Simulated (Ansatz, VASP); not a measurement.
## Re in VASP and in Ansatz

```
Re
1.0
     2.75048    0.00000    0.00000
    -1.37524    2.38199    0.00000
     0.00000    0.00000    4.44328
Re
2
Direct
  0.33333 0.66667 0.25000
  0.66667 0.33333 0.75000
```

Alike in both runs: task single point; functional PBEsol; k mesh 6 × 6 × 4; occupations gaussian, width 0.1 eV; no spin polarisation.

|  | VASP | Ansatz |
| --- | --- | --- |
| version | VASP 6.6.1 | Ansatz 0.2.0 |
| potentials or method | VASP PAW PBE potentials, release 64 (Re), cutoff 600 eV | scalar-relativistic, plane waves, PAW |
| valence electrons in the cell | 14 | 30 |

```csv
,VASP,Ansatz,Ansatz less VASP
gap on the k mesh at the Fermi level (eV),none,none,-
pressure (GPa),0.6,0.6,-0.02
"traceless stress, the component that is largest in VASP (GPa)",0.78,0.89,+0.106
```

VASP's potentials were made for PBE, not for PBEsol, and Ansatz warns of the same on its side. A gap of «none» marks a metal or a gap that the smearing closes. VASP's potentials hold 14 valence electrons a cell and Ansatz's 30, so a difference there can come from the potentials and not from the codes.

The k mesh is coarse, so the values compare programs but aren't converged. Spin-orbit coupling is off throughout.
